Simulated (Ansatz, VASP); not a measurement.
## NaF: VASP beside Ansatz

Contents of INCAR:

```
PREC = Accurate ; ENCUT = 520
EDIFF = 1E-6 ; ISMEAR = 0
SIGMA = 0.05 ; LREAL = F
LASPH = T ; NELM = 100
ALGO = Normal ; ISIF = 2
LWAVE = F ; LCHARG = F
GGA = RP ; IVDW = 13
NBANDS = 14
```

The input KPOINTS:

```
regular mesh
0
Gamma
  8 8 8
```

File POSCAR:

```
NaF
1.0
    0.0000000000      2.4014935972      2.4014935972
    2.4014935972      0.0000000000      2.4014935972
    2.4014935972      2.4014935972      0.0000000000
Na F
1 1
Direct
    0.0000000000      0.0000000000      0.0000000000
    0.5000000000      0.5000000000      0.5000000000
```

Input for Ansatz:

```yaml
crystal:
  lattice:
    - [0.0, 2.4014935972, 2.4014935972]
    - [2.4014935972, 0.0, 2.4014935972]
    - [2.4014935972, 2.4014935972, 0.0]
  atoms:
    - { symbol: Na, position: [0.0, 0.0, 0.0] }
    - { symbol: F, position: [0.5, 0.5, 0.5] }
basis:
  ecutwfc: 420
  ecutrho_ratio: 4
kpoints:
  mp_grid: { grid: [8, 8, 8] }
hamiltonian:
  xc: rpbe
  dispersion: d4
scf:
  occupations: { method: gaussian, width: 0.05 }
output:
  forces: true
  stress: true
  eigenvalues: true
```

Alike in both runs: task single point; functional RPBE; dispersion D4; k mesh 8 × 8 × 8; occupations gaussian, width 0.05 eV; no spin polarisation.

|  | VASP | Ansatz |
| --- | --- | --- |
| version | VASP 6.6.1 | Ansatz 0.2.0 |
| potentials or method | VASP PAW PBE potentials, release 64 (Na_pv, F), cutoff 520 eV | scalar-relativistic, plane waves, PAW |
| valence electrons in the cell | 14 | 16 |

```csv
,VASP,Ansatz,Ansatz less VASP
gap on the k mesh at the Fermi level (eV),6.07,6.08,+0.009
least direct gap on the mesh (eV),6.07,6.08,+0.009
pressure (GPa),-0.9,-0.8,+0.12
```

VASP's potentials were made for PBE, not for RPBE. VASP's potentials hold 14 valence electrons a cell and Ansatz's 16, so a difference there can come from the potentials and not from the codes.
